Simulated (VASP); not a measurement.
Runs of VASP 6.6.1 on InP (zincblende type). The structure is that of space group F-43m (No. 216), or close to it. The cells are those of the table. 

```tsv
task	cell	cutoff (eV)	k mesh for the DOS	occupations for the DOS	gap on the mesh (eV)	pressure (GPa)
relaxation of cell and atoms	relaxed from a = 4.198 Å, angles 60.0°, 2 atoms	600	-	-	0.56	0.0
single point	a = 3.583 Å, angles 60.0°, 2 atoms	520	-	-	0.57	79.8
single point	a = 4.157 Å, angles 60.0°, 2 atoms	520	-	-	0.57	0.0
single point	a = 3.859 Å, angles 60.0°, 2 atoms	520	-	-	1.19	24.5
single point	a = 3.406 Å, angles 60.0°, 2 atoms	520	-	-	-	(d)
single point	a = 3.984 Å, angles 60.0°, 2 atoms	520	-	-	(a)	11.3
single point	a = 3.726 Å, angles 60.0°, 2 atoms	520	-	-	0.92	45.5
single point	a = 4.072 Å, angles 60.0°, 2 atoms	520	-	-	(b)	(c)
```

Alike in all rows: level PBEsol; potentials or basis VASP PAW PBE potentials, release 64 (In_d, P); no spin polarisation; k mesh 12 × 12 × 12; smearing fermi-dirac 0.1 eV.

Estimate the missing entries.

(a) 1.24; (b) 0.90; (c) 4.7; (d) 147.4.

Caveats: the PAW data sets were made with another functional, which shifts forces and pressure a little; spin-orbit coupling is left out, which moves the levels of the heavy elements.

A k mesh can miss the band edges, and the runs leave out spin-orbit coupling on In.
